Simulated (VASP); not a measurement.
# BP: single point with PBE

BP:

```xyz
2
Lattice="0.0000 2.2683 2.2229 2.2683 0.0000 2.2229 2.2683 2.2683 0.0000" Properties=species:S:1:pos:R:3 pbc="T T T"
B     0.0000    0.0000    0.0000
P     1.1342    1.1342    1.1115
```

This cell differs from its parent crystal: uniaxial z strain -2.0%.

```json
{
  "Program": "VASP 6.6.1",
  "Task": "single point",
  "Functional": "PBE",
  "Potentials or basis": "VASP PAW PBE potentials, release 64 (B, P)",
  "Cutoff": "520 eV",
  "k mesh": "6 × 6 × 6",
  "Occupations": "gaussian, width 0.01 eV",
  "Spin": "no spin polarisation",
  "Dipole correction": "no",
  "Further INCAR settings": "ALGO = Normal; EDIFF = 1e-06; NBANDS = 11"
}
```

```
Pressure               : 4.7 GPa
Band gap on the k mesh : 1.01 eV, indirect (least direct gap 3.23 eV)
```

Stress tensor (GPa, compression positive):
```
2.88 0.00 0.00
0.00 2.88 0.00
0.00 0.00 8.19
```

Levels at points of the mesh, in eV from the valence-band top:
```
           k point  band 1  band 2  band 3  band 4  band 5  band 6  band 7  band 8
(0.00, 0.00, 0.00)  -15.78   -0.20   -0.20    0.00    3.23    3.34    3.34    7.56
(0.50, 0.00, 0.00)  -12.38   -9.32   -2.04   -1.78    3.72    4.49    4.76   10.07
(0.50, 0.50, 0.00)  -10.68   -8.70   -4.46   -4.46    1.01    1.31   12.18   12.18
(0.50, 0.00, 0.50)  -10.88   -8.89   -4.27   -4.23    1.23    1.60   11.96   12.40
```

Wall time 3.3 s on 1 thread of Intel(R) Xeon(R) 6975P-C (Granite Rapids) (shared host), peak memory 0.13 GiB.

Caveat: the cell differs from its parent crystal (uniaxial z strain -2.0%). A k mesh can miss the band edges.
